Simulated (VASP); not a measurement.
A run of VASP 6.6.1 is set up as follows.

The input INCAR:

```
PREC     = Accurate       # precision mode
ENCUT    = 520            # plane-wave cutoff, eV
EDIFF    = 1E-7           # SCF threshold, eV
ISMEAR   = -1             # smearing method
SIGMA    = 0.1            # smearing width, eV
LREAL    = F              # projectors in reciprocal space
LASPH    = T              # aspherical terms in the spheres
NELM     = 60             # most SCF steps
ALGO     = Normal         # electronic algorithm
ISIF     = 2              # what is computed and relaxed
LWAVE    = F              # write WAVECAR
LCHARG   = F              # write CHGCAR
GGA      = RP             # functional
NBANDS   = 12             # bands
```

KPOINTS

```
Automatic mesh
0
Gamma
  10 10 14
```

File POSCAR:

```
Li
1.0
    4.9945837739      0.0000000000      0.0000000000
   -2.4972918869      4.3254364295      0.0000000000
    0.0000000000      0.0000000000      2.9300612284
Li
3
Direct
    0.0000000000      0.0000000000      0.0000000000
    0.3333333333      0.6666666667      0.5000000000
    0.6666666667      0.3333333333      0.5000000000
```

Potentials or basis: VASP PAW PBE potentials, release 64 (Li_sv).

The run is started by

```bash
$ cat potpaw_PBE.64/Li_sv/POTCAR > POTCAR
$ mpirun -np 1 vasp_std > vasp.out
```

(1) Predict the band gap on the k mesh.

Answers

(1) zero (an odd number of electrons rules out a gap without spin polarisation).
